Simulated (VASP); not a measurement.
Crystal: Mn2ZnAs2.

```
CELL_PARAMETERS angstrom
4.15525 0.00000 0.00000
-2.07762 3.59855 0.00000
0.00000 0.00000 6.66219
ATOMIC_POSITIONS crystal
Mn 0.33330 0.66670 0.36944
Mn 0.66670 0.33330 0.63056
As 0.33330 0.66670 0.76793
As 0.66670 0.33330 0.23207
Zn 0.00000 0.00000 0.00000
```

Base run:

* Program: VASP 6.6.1
* Functional: LDA
* Potentials or basis: VASP PAW LDA potentials, release 64 (Mn_pv, As, Zn)
* Cutoff: 520 eV
* k mesh: 5 × 5 × 3
* Occupations: gaussian, width 0.059 eV
* Spin: no spin polarisation

Its results: band gap on the k mesh zero (bands 24 and 25 overlap by 0.18 eV); pressure -23.0 GPa; largest force 2.230 eV/Å.

Task: The run is repeated on the same cell with these changes: functional from LDA to PBE; potentials or basis from VASP PAW LDA potentials, release 64 (Mn_pv, As, Zn) to VASP PAW PBE potentials, release 64 (Mn_pv, As, Zn). What comes out?

Result: Band gap on the k mesh zero (bands 24 and 25 overlap by 0.17 eV); pressure -17.3 GPa; largest force 2.040 eV/Å.

Caveats: the cell stands under tension; the run has no spin polarisation, though such a crystal can be magnetic; forces of over 1 eV/Å act on the atoms, so gaps and moduli don't describe the material at rest.
